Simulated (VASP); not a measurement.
A run of VASP 6.6.1:

The input INCAR:

```
PREC = Accurate ; ENCUT = 520
EDIFF = 1E-6 ; ISMEAR = -1
SIGMA = 0.05 ; LREAL = F
LASPH = T ; NELM = 80
ALGO = Normal ; ISIF = 2
LWAVE = F ; LCHARG = F
GGA = PS ; IVDW = 12
NBANDS = 44
```

File KPOINTS:

```
Automatic mesh
0
Gamma
  7 7 7
```

File POSCAR:

```
SiO2
1.0
    0.0000000000      4.7203520004      7.3734549441
    2.3580170465      0.0000000000      7.3734549441
    2.3580170465      4.7203520004      0.0000000000
Si O
4 8
Direct
    0.9370576275      0.9370576275      0.5629423725
    0.6870576275      0.6870576275      0.3129423725
    0.3129423725      0.3129423725      0.6870576275
    0.5629423725      0.5629423725      0.9370576275
    0.0655022160      0.4344977840      0.0655022160
    0.4344977840      0.0655022160      0.4344977840
    0.8155022160      0.1844977840      0.8155022160
    0.1844977840      0.8155022160      0.1844977840
    0.1250000000      0.6250000000      0.6250000000
    0.6250000000      0.6250000000      0.6250000000
    0.6250000000      0.6250000000      0.1250000000
    0.6250000000      0.1250000000      0.6250000000
```

Potentials or basis: VASP PAW PBE potentials, release 64 (Si, O).

The run is started by

```bash
$ cat potpaw_PBE.64/Si/POTCAR potpaw_PBE.64/O/POTCAR > POTCAR
$ mpirun -np 1 vasp_std > vasp.out
```

Hardware: 1 thread of Oxide Virtual Turin-like Processor, with other jobs on the host.

Task: Estimate the wall time of this run.

Result: It took 17 min on 1 thread of Oxide Virtual Turin-like Processor, on a shared host, peak memory 0.55 GiB. Counts: scf iterations 15, k points 64.
